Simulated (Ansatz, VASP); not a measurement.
## In2GeS2: VASP beside Ansatz

File INCAR:

```
ALGO     = Normal         # electronic algorithm
EDIFF    = 1E-6           # SCF threshold, eV
ENCUT    = 520            # plane-wave cutoff, eV
GGA      = PE             # functional
ISIF     = 2              # what is computed and relaxed
ISMEAR   = 0              # smearing method
LASPH    = T              # aspherical terms in the spheres
LCHARG   = F              # write CHGCAR
LREAL    = F              # projectors in reciprocal space
LWAVE    = F              # write WAVECAR
NBANDS   = 34             # bands
NELM     = 60             # most SCF steps
PREC     = Accurate       # precision mode
SIGMA    = 0.1            # smearing width, eV
```

File KPOINTS:

```
k-points
0
Gamma
  6 6 2
```

The input POSCAR:

```
In2GeS2
1.0
    3.8132053541      0.0000000000      0.0000000000
   -1.9066026771      3.3023327065      0.0000000000
    0.0000000000      0.0000000000     10.0370153022
In Ge S
2 1 2
Direct
    0.6666666667      0.3333333333      0.8178321204
    0.6666666667      0.3333333333      0.1846496138
    0.0000000000      0.0000000000      0.4255452695
    0.0000000000      0.0000000000      0.0228206782
    0.3333333333      0.6666666667      0.5491523182
```

Input for Ansatz:

```yaml
crystal:
  lattice:
    - [3.8132053541, 0.0, 0.0]
    - [-1.9066026771, 3.3023327065, 0.0]
    - [0.0, 0.0, 10.0370153022]
  atoms:
    - { symbol: In, position: [0.6666666667, 0.3333333333, 0.8178321204] }
    - { symbol: In, position: [0.6666666667, 0.3333333333, 0.1846496138] }
    - { symbol: Ge, position: [0.0, 0.0, 0.4255452695] }
    - { symbol: S, position: [0.0, 0.0, 0.0228206782] }
    - { symbol: S, position: [0.3333333333, 0.6666666667, 0.5491523182] }
basis:
  ecutwfc: 420
kpoints:
  mp_grid: { grid: [6, 6, 2] }
hamiltonian:
  xc: pbe
scf:
  occupations: { method: gaussian, width: 0.1 }
  lower_state_search: "off"
output:
  forces: true
  stress: true
  eigenvalues: true
```

Change from the starting cell: the structure that the rattled cell fell into.

Alike in both runs: task single point; functional PBE; k mesh 6 × 6 × 2; occupations gaussian, width 0.1 eV; no spin polarisation.

```csv
,VASP,Ansatz
version,VASP 6.6.1,Ansatz 0.2.0
potentials or method,"VASP PAW PBE potentials, release 64 (In_d, Ge_d, S), cutoff 520 eV","scalar-relativistic, plane waves, PAW"
valence electrons in the cell,52,52
```

```csv
,VASP,Ansatz,Ansatz less VASP
gap on the k mesh at the Fermi level (eV),none,none,-
pressure (GPa),-0.1,-0.1,+0.04
"traceless stress, the component that is largest in VASP (GPa)",0.39,0.37,-0.025
rms of the force components (eV/Å),0.029,0.028,-0.0009
```

Atom by atom the forces differ by 0.003 eV/Å (rms over components). A gap of «none» marks a metal or a gap that the smearing closes.
